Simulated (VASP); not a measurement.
Set up this calculation in VASP 6.6.1, as the native input.

| Quantity | Value |
| --- | --- |
| Task | single point |
| Functional | PBE |
| Potentials or basis | VASP PAW PBE potentials, release 64 (Si) |
| Cutoff | 520 eV |
| k mesh | 8 × 8 × 8 |
| Occupations | gaussian, width 0.01 eV |
| Spin | no spin polarisation |
| Dipole correction | no |
| Further INCAR settings | ALGO = Normal; EDIFF = 1e-06; NBANDS = 11 |

The structure of Si lies in POSCAR:

```
Si
1.0
    0.0000000000      2.7185000000      2.7185000000
    2.7185000000      0.0000000000      2.7185000000
    2.7185000000      2.7185000000      0.0000000000
Si
2
Direct
    0.0000000000      0.0000000000      0.0000000000
    0.2500000000      0.2500000000      0.2500000000
```

One way to write it, as run:

INCAR

```
SYSTEM = Si
PREC     = Accurate       ! precision mode
ENCUT    = 520            ! plane-wave cutoff, eV
EDIFF    = 1E-6           ! SCF threshold, eV
ISMEAR   = 0              ! smearing method
SIGMA    = 0.01           ! smearing width, eV
LREAL    = .FALSE.        ! projectors in reciprocal space
LASPH    = .TRUE.         ! aspherical terms in the spheres
NELM     = 100            ! most SCF steps
ALGO     = Normal         ! electronic algorithm
ISIF     = 2              ! what is computed and relaxed
LWAVE    = .FALSE.        ! write WAVECAR
LCHARG   = .TRUE.         ! write CHGCAR
GGA      = PE             ! functional
LELF     = .TRUE.         ! ELF
LVHAR    = .TRUE.       
NBANDS   = 11             ! bands
```

KPOINTS

```
Automatic mesh
0
G
  8 8 8
  0 0 0
```

Potentials or basis: VASP PAW PBE potentials, release 64 (Si).

Run with:

```bash
$ cat potpaw_PBE.64/Si/POTCAR > POTCAR
$ mpirun -np 1 vasp_std > vasp.out
```

Results of the run:

The pressure is 1.6 GPa. The band gap on the k mesh is 0.62 eV, indirect (least direct gap 2.56 eV).

Wall time 9.7 s on 1 thread of Intel Xeon 6975P-C, on a shared host, peak memory 0.16 GiB.
